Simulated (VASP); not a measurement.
# ZnO (P6_3mc) in VASP: single point with PBEsol

Aim: the single point of ZnO with PBEsol.

Program: VASP 6.6.1. These are calculated values, not measurements. Logs are shortened: lines on timing, memory, paths and dates and some standing lists are left out, and cuts for length are marked.

**The experiment to reproduce.**

From “Electronic structure of alkaline earth and post-transition metal oxides”, 2009, arxiv:0908.1581, for a bulk crystal of ZnO: band gap 3.37 eV.

The runs below are set against these values where they give the same quantity.

## (1) The cell of the first run

Symmetry: P6_3mc, No. 186, hexagonal system. The conventional cell has a = 3.249 Å, b = 3.249 Å, c = 5.204 Å, α = 90.00°, β = 90.00°, γ = 120.00°. Within 2.6 Å of Zn (site symmetry 3m) lie 4 O at 1.97 to 1.99 Å. Within 2.6 Å of O (site symmetry 3m) lie 4 Zn at 1.97 to 1.99 Å.

## (2) Single point, PBEsol

INCAR reads:

```
SYSTEM = ZnO
PREC = Accurate
ENCUT = 520
EDIFF = 1E-6
ISMEAR = 0
SIGMA = 0.05
LREAL = .False.
LASPH = .True.
NELM = 100
ALGO = Normal
ISIF = 2
LWAVE = .False.
LCHARG = .True.
GGA = PS
LELF = .True.
LVHAR = .True.
NBANDS = 26
```

KPOINTS reads:

```
regular mesh
0
Gamma
  9 9 6
  0 0 0
```

POSCAR reads:

```
ZnO
1.0
    3.2493987239      0.0000000000      0.0000000000
   -1.6246993619      2.8140618419      0.0000000000
    0.0000000000      0.0000000000      5.2038000000
Zn O
2 2
Direct
    0.3333333333      0.6666666667      0.0000000000
    0.6666666667      0.3333333333      0.5000000000
    0.3333333333      0.6666666667      0.3821000000
    0.6666666667      0.3333333333      0.8821000000
```

Potentials or basis: VASP PAW PBE potentials, release 64 (Zn, O).

Launch:

```
> cat potpaw_PBE.64/Zn/POTCAR potpaw_PBE.64/O/POTCAR > POTCAR
> mpirun -np 1 vasp_std > vasp.out
```

OUTCAR:

```text
SYSTEM = ZnO
   PREC = Accurate
   ENCUT = 520
   EDIFF = 1E-6
   ISMEAR = 0
   LREAL = .False.
   LASPH = .True.
   NELM = 100
   ISIF = 2
   GGA = PS

 ion  position               nearest neighbor table
   1  0.333  0.667  0.000-   4 1.97   4 1.97   4 1.97   3 1.99
   2  0.667  0.333  0.500-   3 1.97   3 1.97   3 1.97   4 1.99
   3  0.333  0.667  0.382-   2 1.97   2 1.97   2 1.97   1 1.99
   4  0.667  0.333  0.882-   1 1.97   1 1.97   1 1.97   2 1.99

  LATTYP: Found a hexagonal cell.
 ALAT       =     3.2493987239
 C/A-ratio  =     1.6014655148

  Lattice vectors:

 A1 = (   3.2493987239,   0.0000000000,   0.0000000000)
 A2 = (  -1.6246993619,   2.8140618419,   0.0000000000)
 A3 = (   0.0000000000,   0.0000000000,   5.2038000000)

Analysis of symmetry for initial positions (statically):
=====================================================================
 Subroutine PRICEL returns:
 Original cell was already a primitive cell.

 Routine SETGRP: Setting up the symmetry group for a
 hexagonal supercell.

 Subroutine GETGRP returns: Found 12 space group operations
 (whereof  6 operations were pure point group operations)
 out of a pool of 24 trial point group operations.

The static configuration has the point symmetry C_3v.
 The point group associated with its full space group is C_6v.

Analysis of symmetry for dynamics (positions and initial velocities):
=====================================================================
 Subroutine PRICEL returns:
 Original cell was already a primitive cell.

 Routine SETGRP: Setting up the symmetry group for a
 hexagonal supercell.

 Subroutine GETGRP returns: Found 12 space group operations
 (whereof  6 operations were pure point group operations)
 out of a pool of 24 trial point group operations.

The dynamic configuration has the point symmetry C_3v.
 The point group associated with its full space group is C_6v.

 Subroutine INISYM returns: Found 12 space group operations
 (whereof  6 operations are pure point group operations),
 and found     1 'primitive' translations

----------------------------------------------------------------------------------------

                                     Primitive cell

  volume of cell :      47.5836
[... 82 lines left out ...]
   NGXF,Y,Z  is equivalent  to a cutoff of  24.56, 24.56, 25.56 a.u.
 SYSTEM =  ZnO
   PREC   = accura    normal or accurate (medium, high low for compatibility)
   ISTART =      0    job   : 0-new  1-cont  2-samecut
   ICHARG =      2    charge: 1-file 2-atom 10-const
   ISPIN  =      1    spin polarized calculation?
   LNONCOLLINEAR =      F non collinear calculations
   LSORBIT =      F    spin-orbit coupling
   LASPH  =      T    aspherical Exc in radial PAW
   ENCUT  =  520.0 eV  38.22 Ry    6.18 a.u.   6.04  6.04  9.68*2*pi/ulx,y,z
   NELM   =    100;   NELMIN=  2; NELMDL= -5     # of ELM steps
   EDIFF  = 0.1E-05   stopping-criterion for ELM
   LREAL  =      F    real-space projection
[... 7 lines left out ...]
   TEBEG  =    0.0;   TEEND  =   0.0 temperature during run
   PSTRESS=    0.0 pullay stress
   NELECT =      36.0000    total number of electrons
   NUPDOWN=      -1.0000    fix difference up-down
   EMIN   =  10.00;   EMAX   =-10.00  energy-range for DOS
   EFERMI =   0.00;   METHOD = LEGACY
   ISMEAR =     0;   SIGMA  =   0.05  broadening in eV -4-tet -1-fermi 0-gaus
   EFERMI_NEDOS =   21; number of points for ismear=-14 and -15
   IALGO  =     38    algorithm
   IMIX   =      4    mixing-type and parameters
     AMIX     =   0.40;   BMIX     =  1.00
     AMIX_MAG =   1.60;   BMIX_MAG =  1.00
  volume/ion in A,a.u.               =      11.90        80.28
  Fermi-wavevector in a.u.,A,eV,Ry     =   1.491729  2.818959 30.276436  2.225255
  Thomas-Fermi vector in A             =   2.604347
   LORBIT       =      0    0 simple, 1 ext, 2 COOP (PROOUT), +10 PAW based schemes
   GGA     = PS    functional components
   LHFCALC =     F    Hartree Fock is set to
   AEXX    =    0.0000 exact exchange contribution
   IVDW    =     0    specifies the selected vdW correction
   LEPSILON=     F    determine dielectric tensor
   LRPA    =     F    only Hartree local field effects (RPA)
 non-spin polarized calculation
 Gauss-broadening in eV      SIGMA  =   0.05
  energy-cutoff  :      520.00
  volume of cell :       47.58
 maximum number of plane-waves:      1302
   NGX = 13   NGY = 13   NGZ = 19

 number of electron      36.0000016 magnetization

 Free energy of the ion-electron system (eV)
  ---------------------------------------------------
  ext. energy  EPLUGINS =         0.00000000
  ---------------------------------------------------
  free energy    TOTEN  =       -19.41078936 eV

  energy without entropy =      -19.41078936  energy(sigma->0) =      -19.41078936

 E-fermi :   1.2918     XC(G=0): -11.1872

 val. band max:        1.0542903187   @ k =   0.0000   0.0000   0.0000
 cond. band min:       1.7390344959   @ k =   0.0000   0.0000   0.0000
 fundamental gap:      0.6847441772
 Fermi energy:         1.2917595838

 k-point     1 :       0.0000    0.0000    0.0000
  band No.  band energies     occupation
      1     -16.9901      2.00000
      2     -16.2402      2.00000
      3      -4.6722      2.00000
      4      -4.6722      2.00000
      5      -4.6356      2.00000
      6      -4.5840      2.00000
[... 685 lines left out ...]
     25      14.2632      0.00000
     26      15.3165      0.00000

 [... further k-points ...]

------------------------ aborting loop because EDIFF is reached ----------------------------------------

  FORCE on cell =-STRESS in cart. coord.  units (eV):
  Direction    XX          YY          ZZ          XY          YZ          ZX
  --------------------------------------------------------------------------------------
  -------------------------------------------------------------------------------------
  Total       -0.2089659     -0.2089659     -0.0981718     -0.0000000      0.0000000      0.0000000
  in kB       -7.0360460     -7.0360460     -3.3055237     -0.0000000      0.0000000      0.0000000
  external PRESSURE =      -5.7925386 kB  Pullay stress =       0.0000000 kB

 VOLUME and BASIS-vectors are now :
 -----------------------------------------------------------------------------
  energy-cutoff  :      520.00
  volume of cell :       47.58
      direct lattice vectors                 reciprocal lattice vectors
     3.249398724  0.000000000  0.000000000     0.307749244  0.177679109  0.000000000
    -1.624699362  2.814061842  0.000000000     0.000000000  0.355358217  0.000000000
     0.000000000  0.000000000  5.203800000     0.000000000  0.000000000  0.192167262

 POSITION                                       TOTAL-FORCE (eV/Angst)
 -----------------------------------------------------------------------------------
     -0.00000      1.87604      0.00000         0.000000      0.000000      0.035392
      1.62470      0.93802      2.60190        -0.000000      0.000000      0.035392
     -0.00000      1.87604      1.98837        -0.000000      0.000000     -0.035392
      1.62470      0.93802      4.59027         0.000000     -0.000000     -0.035392
 -----------------------------------------------------------------------------------
    total drift:                               -0.000000     -0.000000     -0.000775

  FREE ENERGIE OF THE ION-ELECTRON SYSTEM (eV)
  ---------------------------------------------------
  free  energy   TOTEN  =       -19.4107893624 eV

  energy  without entropy=      -19.4107893624  energy(sigma->0) =      -19.41078936
```

OSZICAR:

```text
N       E                     dE             d eps       ncg     rms          rms(c)
DAV:   1     0.291937413317E+03    0.29194E+03   -0.18136E+04  2528   0.201E+03
DAV:   2     0.936311936179E+01   -0.28257E+03   -0.26450E+03  2622   0.407E+02
DAV:   3    -0.215964502985E+02   -0.30960E+02   -0.30534E+02  2738   0.138E+02
DAV:   4    -0.222066325783E+02   -0.61018E+00   -0.60856E+00  2786   0.197E+01
DAV:   5    -0.222096651712E+02   -0.30326E-02   -0.30323E-02  2692   0.144E+00    0.140E+01
DAV:   6    -0.192829468194E+02    0.29267E+01   -0.55954E+00  3866   0.604E+01    0.901E+00
DAV:   7    -0.194599828843E+02   -0.17704E+00   -0.26346E+00  2586   0.159E+01    0.539E+00
DAV:   8    -0.194601189401E+02   -0.13606E-03   -0.51190E-01  3612   0.729E+00    0.164E+00
DAV:   9    -0.194086711884E+02    0.51448E-01   -0.95885E-02  3652   0.612E+00    0.352E-01
DAV:  10    -0.194107405288E+02   -0.20693E-02   -0.38351E-02  2520   0.133E+00    0.111E-01
DAV:  11    -0.194107617002E+02   -0.21171E-04   -0.59696E-04  2688   0.207E-01    0.240E-02
DAV:  12    -0.194107886100E+02   -0.26910E-04   -0.29604E-05  2616   0.557E-02    0.170E-02
DAV:  13    -0.194107893624E+02   -0.75239E-06   -0.27976E-06  2622   0.236E-02
   1 F= -.19410789E+02 E0= -.19410789E+02  d E =-.185555E-13
```

Wall time 28 s (1 thread of Intel Xeon Platinum 8488C (Sapphire Rapids), shared host); peak memory 0.19 GiB.

What came out:

```yaml
Free_energy: -19.4108 eV
Pressure: -0.6 GPa
Largest_force: 0.035 eV/Å
Band_gap_on_the_k_mesh: 0.68 eV, direct
```

Forces in eV/Å, atoms in the order of the input:
```
Zn   0.000  0.000  0.035
Zn   0.000  0.000  0.035
O    0.000  0.000 -0.035
O    0.000  0.000 -0.035
```

Caveat: the PAW data sets were made with another functional, which shifts forces and pressure a little.

## (3) Comparison with measurements

Step 2. Measured gap of ZnO: 3.37 eV (quoted in “Electronic structure of alkaline earth and post-transition metal oxides”, 2009, arxiv:0908.1581). This calculation gives 0.68 eV (-2.69 eV). So large a miss can be the level of theory's own, or it may mean another phase, state or a wrong row. The value is that of PBEsol, without temperature or zero-point motion. Semilocal functionals fall short of measured gaps as a rule.
